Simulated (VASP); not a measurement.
Set up this calculation in VASP 6.6.1, as the native input.

| Quantity | Value |
| --- | --- |
| Task | single point |
| Functional | PBE |
| Potentials or basis | VASP PAW PBE potentials, release 64 (Lu) |
| Cutoff | 520 eV |
| k mesh | 3 × 3 × 2 |
| Occupations | fermi-dirac, width 0.1 eV |
| Spin | no spin polarisation |
| Dipole correction | no |
| Further INCAR settings | ALGO = Normal; EDIFF = 1e-06; NBANDS = 32 |

The structure of Lu lies in POSCAR:

```
Lu
1.0
    3.5070808964      0.0000000000      0.0000000000
   -1.7535404482      3.0372211494      0.0000000000
    0.0000000000      0.0000000000      5.4772888711
Lu
2
Direct
    0.3333333333      0.6666666667      0.2500000000
    0.6666666667      0.3333333333      0.7500000000
```

These files were run (other wordings do the same):

INCAR

```
SYSTEM = Lu
PREC = Accurate ; ENCUT = 520
EDIFF = 1E-6 ; ISMEAR = -1
SIGMA = 0.1 ; LREAL = .False.
LASPH = .True. ; NELM = 80
ALGO = Normal ; ISIF = 2
LWAVE = .False. ; LCHARG = .False.
GGA = PE ; NBANDS = 32
```

KPOINTS

```
regular mesh
0
Gamma
  3 3 2
  0 0 0
```

Potentials or basis: VASP PAW PBE potentials, release 64 (Lu).

Launch:

```bash
$ cat potpaw_PBE.64/Lu/POTCAR > POTCAR
$ mpirun -np 1 vasp_std > vasp.out
```

Results of the run:

```yaml
Pressure: -0.5 GPa
Band_gap_on_the_k_mesh: zero (bands 25 and 26 overlap by 1.84 eV)
```

Caveat: the k points lie up to 0.69 Å⁻¹ apart, too coarse for converged energies and pressures of a metal; spin-orbit coupling is left out, which moves the levels of the heavy elements.

It took 21 s on 1 thread of Intel Xeon 8259CL, on a shared host, peak memory 0.18 GiB.
